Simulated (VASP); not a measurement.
# Cs (Im-3m) in VASP: a series of runs, part 2 of 2

VASP 6.6.1. Earlier steps stand in the parts before.

### Step 4. Single point, RPBE

INCAR reads:

```
PREC = Accurate
ENCUT = 520
EDIFF = 1E-7
ISMEAR = -1
SIGMA = 0.05
LREAL = F
LASPH = T
NELM = 100
ALGO = Normal
ISIF = 2
LWAVE = F
LCHARG = F
GGA = RP
NBANDS = 10
```

KPOINTS reads:

```
regular mesh
0
Gamma
  9 9 9
```

POSCAR reads:

```
Cs
1.0
   -2.3580537015      2.3580537015      2.3580537015
    2.3580537015     -2.3580537015      2.3580537015
    2.3580537015      2.3580537015     -2.3580537015
Cs
1
Direct
    0.0000000000      0.0000000000      0.0000000000
```

Potentials or basis: VASP PAW PBE potentials, release 64 (Cs_sv).

On the command line:

```sh
> cat potpaw_PBE.64/Cs_sv/POTCAR > POTCAR
> mpirun -np 1 vasp_std > vasp.out
```

OUTCAR:

```text
PREC = Accurate
   ENCUT = 520
   EDIFF = 1E-7
   ISMEAR = -1
   LREAL = F
   LASPH = T
   NELM = 100
   ISIF = 2
   GGA = RP

 ion  position               nearest neighbor table
   1  0.000  0.000  0.000-

  LATTYP: Found a body centered cubic cell.
 ALAT       =     4.7161074030

  Lattice vectors:

 A1 = (  -2.3580537015,   2.3580537015,   2.3580537015)
 A2 = (   2.3580537015,  -2.3580537015,   2.3580537015)
 A3 = (   2.3580537015,   2.3580537015,  -2.3580537015)

Analysis of symmetry for initial positions (statically):
=====================================================================
 Subroutine PRICEL returns:
 Original cell was already a primitive cell.

 Routine SETGRP: Setting up the symmetry group for a
 body centered cubic supercell.

 Subroutine GETGRP returns: Found 48 space group operations
 (whereof 48 operations were pure point group operations)
 out of a pool of 48 trial point group operations.

The static configuration has the point symmetry O_h .

Analysis of symmetry for dynamics (positions and initial velocities):
=====================================================================
 Subroutine PRICEL returns:
 Original cell was already a primitive cell.

 Routine SETGRP: Setting up the symmetry group for a
 body centered cubic supercell.

 Subroutine GETGRP returns: Found 48 space group operations
 (whereof 48 operations were pure point group operations)
 out of a pool of 48 trial point group operations.

The dynamic configuration has the point symmetry O_h .

 Subroutine INISYM returns: Found 48 space group operations
 (whereof 48 operations are pure point group operations),
 and found     1 'primitive' translations

----------------------------------------------------------------------------------------

                                     Primitive cell

  volume of cell :      52.4470

  direct lattice vectors                    reciprocal lattice vectors
    -2.358053701  2.358053701  2.358053701     0.000000000  0.212039276  0.212039276
     2.358053701 -2.358053701  2.358053701     0.212039276  0.000000000  0.212039276
     2.358053701  2.358053701 -2.358053701     0.212039276  0.212039276  0.000000000

  length of vectors
     4.084268818  4.084268818  4.084268818     0.299868820  0.299868820  0.299868820

  position of ions in fractional coordinates (direct lattice)
     0.000000000  0.000000000  0.000000000

  ion indices of the primitive-cell ions
   primitive index   ion index
                 1           1

----------------------------------------------------------------------------------------

 KPOINTS: regular mesh

Automatic generation of k-mesh.
 Grid dimensions read from file:
 generate k-points for:    9    9    9

 Generating k-lattice:

  Cartesian coordinates                     Fractional coordinates (reciprocal lattice)
     0.000000000  0.023559920  0.023559920     0.111111111  0.000000000  0.000000000
     0.023559920  0.000000000  0.023559920     0.000000000  0.111111111  0.000000000
     0.023559920  0.023559920  0.000000000     0.000000000  0.000000000  0.111111111

  Length of vectors
     0.033318758  0.033318758  0.033318758

  Shift w.r.t. Gamma in fractional coordinates (k-lattice)
     0.000000000  0.000000000  0.000000000

 Subroutine IBZKPT returns following result:
 ===========================================

 Found     35 irreducible k-points:

 Following reciprocal coordinates:
            Coordinates               Weight
  0.000000  0.000000  0.000000      1.000000
  0.111111  0.000000  0.000000     12.000000
  0.222222  0.000000  0.000000     12.000000
  0.333333  0.000000  0.000000     12.000000
  0.444444  0.000000  0.000000     12.000000
  0.111111  0.111111  0.000000     24.000000
[... 16 lines left out ...]
 -0.333333  0.444444  0.111111     48.000000
 -0.444444 -0.444444  0.111111     24.000000
 [... further k-points ...]
   k-points           NKPTS =     35   k-points in BZ     NKDIM =     35   number of bands    NBANDS=     10
   number of dos      NEDOS =    301   number of ions     NIONS =      1
   total plane-waves  NPLWV =  27000
   dimension x,y,z NGX =    30 NGY =   30 NGZ =   30
   dimension x,y,z NGXF=    60 NGYF=   60 NGZF=   60
   ions per type =               1
   NGX,Y,Z   is equivalent  to a cutoff of  12.21, 12.21, 12.21 a.u.
   NGXF,Y,Z  is equivalent  to a cutoff of  24.42, 24.42, 24.42 a.u.
 SYSTEM =  unknown system
   PREC   = accura    normal or accurate (medium, high low for compatibility)
   ISTART =      0    job   : 0-new  1-cont  2-samecut
   ICHARG =      2    charge: 1-file 2-atom 10-const
   ISPIN  =      1    spin polarized calculation?
   LNONCOLLINEAR =      F non collinear calculations
   LSORBIT =      F    spin-orbit coupling
   LASPH  =      T    aspherical Exc in radial PAW
   ENCUT  =  520.0 eV  38.22 Ry    6.18 a.u.   7.59  7.59  7.59*2*pi/ulx,y,z
   NELM   =    100;   NELMIN=  2; NELMDL= -5     # of ELM steps
   EDIFF  = 0.1E-06   stopping-criterion for ELM
   LREAL  =      F    real-space projection
   EDIFFG = 0.1E-05   stopping-criterion for IOM
   NSW    =      0    number of steps for IOM
   IBRION =     -1    ionic relax: 0-MD 1-quasi-New 2-CG
   NFREE  =      0    steps in history (QN), initial steepest desc. (CG)
   ISIF   =      2    stress and relaxation
   ISYM   =      2    0-nonsym 1-usesym 2-fastsym
   POTIM  = 0.5000    time-step for ionic-motion
   TEBEG  =    0.0;   TEEND  =   0.0 temperature during run
   PSTRESS=    0.0 pullay stress
   NELECT =       9.0000    total number of electrons
   NUPDOWN=      -1.0000    fix difference up-down
   EMIN   =  10.00;   EMAX   =-10.00  energy-range for DOS
   EFERMI =   0.00;   METHOD = LEGACY
   ISMEAR =    -1;   SIGMA  =   0.05  broadening in eV -4-tet -1-fermi 0-gaus
   EFERMI_NEDOS =   21; number of points for ismear=-14 and -15
   IALGO  =     38    algorithm
   IMIX   =      4    mixing-type and parameters
     AMIX     =   0.40;   BMIX     =  1.00
     AMIX_MAG =   1.60;   BMIX_MAG =  1.00
  volume/ion in A,a.u.               =      52.45       353.93
  Fermi-wavevector in a.u.,A,eV,Ry     =   0.909736  1.719151 11.260445  0.827619
  Thomas-Fermi vector in A             =   2.033815
   LORBIT       =      0    0 simple, 1 ext, 2 COOP (PROOUT), +10 PAW based schemes
   GGA     = RP    functional components
   LHFCALC =     F    Hartree Fock is set to
   AEXX    =    0.0000 exact exchange contribution
   IVDW    =     0    specifies the selected vdW correction
   LEPSILON=     F    determine dielectric tensor
   LRPA    =     F    only Hartree local field effects (RPA)
 non-spin polarized calculation
  energy-cutoff  :      520.00
  volume of cell :       52.45
 maximum number of plane-waves:      1435
   NGX = 15   NGY = 15   NGZ = 15

 number of electron       8.9999998 magnetization

 Free energy of the ion-electron system (eV)
  ---------------------------------------------------
  ext. energy  EPLUGINS =         0.00000000
  ---------------------------------------------------
  free energy    TOTEN  =         0.05399531 eV

  energy without entropy =        0.06343980  energy(sigma->0) =        0.05871756

 E-fermi :   3.5167     XC(G=0):  -7.7114

 val. band max:        3.4591967117   @ k =  -0.2222   0.3333   0.1111
 cond. band min:       3.6168799472   @ k =  -0.4444   0.4444   0.3333
 fundamental gap:      0.1576832355
 Fermi energy:         3.5167304761

 k-point     1 :       0.0000    0.0000    0.0000
  band No.  band energies     occupation
      1     -20.4378      2.00000
      2      -6.6169      2.00000
      3      -6.6169      2.00000
      4      -6.6169      2.00000
      5       1.3877      2.00000
      6       6.4164      0.00000
      7       6.4164      0.00000
      8       6.4164      0.00000
      9       8.0181      0.00000
     10       8.0181      0.00000

 k-point     2 :       0.1111    0.0000    0.0000
  band No.  band energies     occupation
      1     -20.4169      2.00000
      2      -6.8046      2.00000
      3      -6.6669      2.00000
      4      -6.6203      2.00000
      5       1.7289      2.00000
      6       6.1166      0.00000
      7       6.1894      0.00000
      8       6.7464      0.00000
      9       7.6088      0.00000
     10       7.9423      0.00000
[... 274 lines left out ...]
 k-point    24 :      -0.4444   -0.4444    0.1111
  band No.  band energies     occupation
      1     -20.2226      2.00000
      2      -7.8192      2.00000
      3      -7.2388      2.00000
      4      -6.8336      2.00000
      5       3.6246      0.20741
      6       5.1373      0.00000
      7       5.1666      0.00000
      8       7.0708      0.00000
      9       9.4766      0.00000
     10      11.6106      0.00000

 [... further k-points ...]
[... 5 lines left out ...]
  --------------------------------------------------------------------------------------
  -------------------------------------------------------------------------------------
  Total        1.7882971      1.7882971      1.7882971     -0.0000000      0.0000000     -0.0000000
  in kB       54.6297475     54.6297475     54.6297475     -0.0000000      0.0000000     -0.0000000
  external PRESSURE =      54.6297475 kB  Pullay stress =       0.0000000 kB

 VOLUME and BASIS-vectors are now :
 -----------------------------------------------------------------------------
  energy-cutoff  :      520.00
  volume of cell :       52.45
      direct lattice vectors                 reciprocal lattice vectors
    -2.358053701  2.358053701  2.358053701     0.000000000  0.212039276  0.212039276
     2.358053701 -2.358053701  2.358053701     0.212039276  0.000000000  0.212039276
     2.358053701  2.358053701 -2.358053701     0.212039276  0.212039276  0.000000000

 POSITION                                       TOTAL-FORCE (eV/Angst)
 -----------------------------------------------------------------------------------
      0.00000      0.00000      0.00000        -0.000000      0.000000     -0.000000
 -----------------------------------------------------------------------------------
    total drift:                               -0.000000     -0.000000      0.000000

  FREE ENERGIE OF THE ION-ELECTRON SYSTEM (eV)
  ---------------------------------------------------
  free  energy   TOTEN  =         0.0539953128 eV

  energy  without entropy=        0.0634398003  energy(sigma->0) =        0.05871756
```

Wall time 15 s (1 thread of Intel Xeon Platinum 8488C (Sapphire Rapids), shared host); peak memory 0.17 GiB.

Results:

* Free energy: 0.0540 eV
* Pressure: 5.5 GPa

Levels at points of the mesh, in eV from the Fermi level:
```tsv
k point	band 1	band 2	band 3	band 4	band 5	band 6	band 7	band 8	band 9	band 10
(0.00, 0.00, 0.00)	-23.95	-10.13	-10.13	-10.13	-2.13	2.90	2.90	2.90	4.50	4.50
```

Caveat: the PAW data sets were made with another functional, which shifts forces and pressure a little; spin-orbit coupling is left out, which moves the levels of the heavy elements.

### Step 5. Single point, PBE (volume scaled by 0.52)

INCAR reads:

```
SYSTEM = Cs
PREC = Accurate
ENCUT = 520
EDIFF = 1E-7
ISMEAR = -1
SIGMA = 0.05
LREAL = .False.
LASPH = .True.
NELM = 60
ALGO = Normal
ISIF = 2
LWAVE = .False.
LCHARG = .False.
GGA = PE
NBANDS = 10
```

KPOINTS reads:

```
Automatic mesh
0
Gamma
  9 9 9
  0 0 0
```

POSCAR reads:

```
Cs
1.0
   -2.4744801139      2.4744801139      2.4744801139
    2.4744801139     -2.4744801139      2.4744801139
    2.4744801139      2.4744801139     -2.4744801139
Cs
1
Direct
    0.0000000000      0.0000000000      0.0000000000
```

On the command line:

```sh
> cat potpaw_PBE.64/Cs_sv/POTCAR > POTCAR
> mpirun -np 1 vasp_std > vasp.out
```

Wall time 17 s (1 thread of Intel Xeon Platinum 8488C (Sapphire Rapids), shared host); peak memory 0.17 GiB.

It converged, with:

```
Free energy : -0.4604 eV
Pressure    : 3.3 GPa
```

Levels at points of the mesh, in eV from the Fermi level:
```tsv
k point	band 1	band 2	band 3	band 4	band 5	band 6	band 7	band 8	band 9	band 10
(0.00, 0.00, 0.00)	-23.79	-10.18	-10.18	-10.18	-2.19	2.80	2.80	2.80	4.28	4.28
```

Caveat: spin-orbit coupling is left out, which moves the levels of the heavy elements.

### Step 6. Single point, PBE (volume scaled by 0.6)

INCAR reads:

```
SYSTEM = Cs
ALGO     = Normal         ! electronic algorithm
EDIFF    = 1E-6           ! SCF threshold, eV
ENCUT    = 520            ! plane-wave cutoff, eV
GGA      = PE             ! functional
ISIF     = 2              ! what is computed and relaxed
ISMEAR   = -1             ! smearing method
LASPH    = .True.         ! aspherical terms in the spheres
LCHARG   = .True.         ! write CHGCAR
LELF     = .True.         ! ELF
LREAL    = .False.        ! projectors in reciprocal space
LVHAR    = .True.       
LWAVE    = .False.        ! write WAVECAR
NBANDS   = 10             ! bands
NELM     = 100            ! most SCF steps
PREC     = Accurate       ! precision mode
SIGMA    = 0.05           ! smearing width, eV
```

KPOINTS reads:

```
k-points
0
Gamma
  9 9 9
  0 0 0
```

POSCAR reads:

```
Cs
1.0
   -2.5953739238      2.5953739238      2.5953739238
    2.5953739238     -2.5953739238      2.5953739238
    2.5953739238      2.5953739238     -2.5953739238
Cs
1
Direct
    0.0000000000      0.0000000000      0.0000000000
```

Potentials or basis: VASP PAW PBE potentials, release 64 (Cs_sv).

On the command line:

```sh
> cat potpaw_PBE.64/Cs_sv/POTCAR > POTCAR
> mpirun -np 1 vasp_std > vasp.out
```

It took 18 s on 1 thread of Intel Xeon Platinum 8488C (Sapphire Rapids), shared host; peak memory 0.2 GiB.

It converged, with:

| Item | Value |
| --- | --- |
| Free energy | -0.6227 eV |
| Pressure | 2.3 GPa |

Levels at points of the mesh, in eV from the Fermi level:
```tsv
k point	band 3	band 4	band 5	band 6	band 7	band 8
(0.00, 0.00, 0.00)	-10.27	-10.27	-2.12	2.75	2.75	2.75
```

Caveat: spin-orbit coupling is left out, which moves the levels of the heavy elements.

### Step 7. Summary

| level | cell | gap on the mesh (eV) | pressure (GPa) |
| --- | --- | --- | --- |
| PBE | a = 4.084 Å, angles 109.5°, 1 atom | none | 4.6 |
| RPBE | a = 4.084 Å, angles 109.5°, 1 atom | none | 5.5 |
| PBE | a = 4.286 Å, angles 109.5°, 1 atom | none | 3.3 |
| PBE | a = 4.495 Å, angles 109.5°, 1 atom | none | 2.3 |

Alike in all rows: task single point; potentials or basis VASP PAW PBE potentials, release 64 (Cs_sv); no spin polarisation; k mesh 9 × 9 × 9; cutoff (eV) 520; smearing fermi-dirac 0.05 eV.

Caveats: spin-orbit coupling is left out, which moves the levels of the heavy elements; the PAW data sets were made with another functional, which shifts forces and pressure a little (some runs).

Absolute energies hang on the potentials; compare differences alone.
